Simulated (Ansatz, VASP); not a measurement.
One calculation of Zr, two programs

Contents of POSCAR:

```
Zr
1.0
    0.0000000000      2.2669481732      2.2669481732
    2.2669481732      0.0000000000      2.2669481732
    2.2669481732      2.2669481732      0.0000000000
Zr
1
Direct
    0.0000000000      0.0000000000      0.0000000000
```

Contents of INCAR.step1:

```
ALGO = Normal ; EDIFF = 1E-5
ENCUT = 520 ; GGA = PE
ISIF = 2 ; ISMEAR = 0
LASPH = T ; LCHARG = F
LREAL = F ; LWAVE = T
NBANDS = 12 ; NELM = 60
PREC = Accurate ; SIGMA = 0.05
```

File INCAR.step2:

```
ALGO = Normal ; EDIFF = 1E-6
ENCUT = 520 ; GGA = PE
HFSCREEN = 0.2079 ; ISIF = 2
ISMEAR = 0 ; ISTART = 1
LASPH = T ; LCHARG = F
LHFCALC = T ; LREAL = F
LWAVE = F ; NBANDS = 12
NELM = 60 ; PREC = Accurate
PRECFOCK = Normal ; SIGMA = 0.05
```

Contents of KPOINTS:

```
k-points
0
Gamma
  8 8 8
```

Input for Ansatz:

```yaml
crystal:
  lattice:
    - [0.0, 2.2669481732, 2.2669481732]
    - [2.2669481732, 0.0, 2.2669481732]
    - [2.2669481732, 2.2669481732, 0.0]
  atoms:
    - { symbol: Zr, position: [0.0, 0.0, 0.0] }
basis:
  ecutwfc: 420
  ecutrho_ratio: 4
kpoints:
  mp_grid: { grid: [8, 8, 8] }
hamiltonian:
  xc: hse06
scf:
  occupations: { method: gaussian, width: 0.05 }
output:
  forces: true
  stress: true
  eigenvalues: true
```

Alike in both runs: task single point; functional HSE06; k mesh 8 × 8 × 8; occupations gaussian, width 0.05 eV; no spin polarisation.

```csv
,VASP,Ansatz
version,VASP 6.6.1,Ansatz 0.2.0
potentials or method,"VASP PAW PBE potentials, release 64 (Zr_sv), cutoff 520 eV","scalar-relativistic, plane waves, PAW"
valence electrons in the cell,12,12
```

|  | VASP | Ansatz | Ansatz less VASP |
| --- | --- | --- | --- |
| gap on the k mesh at the Fermi level (eV) | none | none | - |
| pressure (GPa) | 0.4 | 0.4 | -0.03 |

A gap of «none» marks a metal or a gap that the smearing closes. Ansatz's warnings: filled band counts differ across k points, stress exchange threshold loose, stress scf threshold loose.
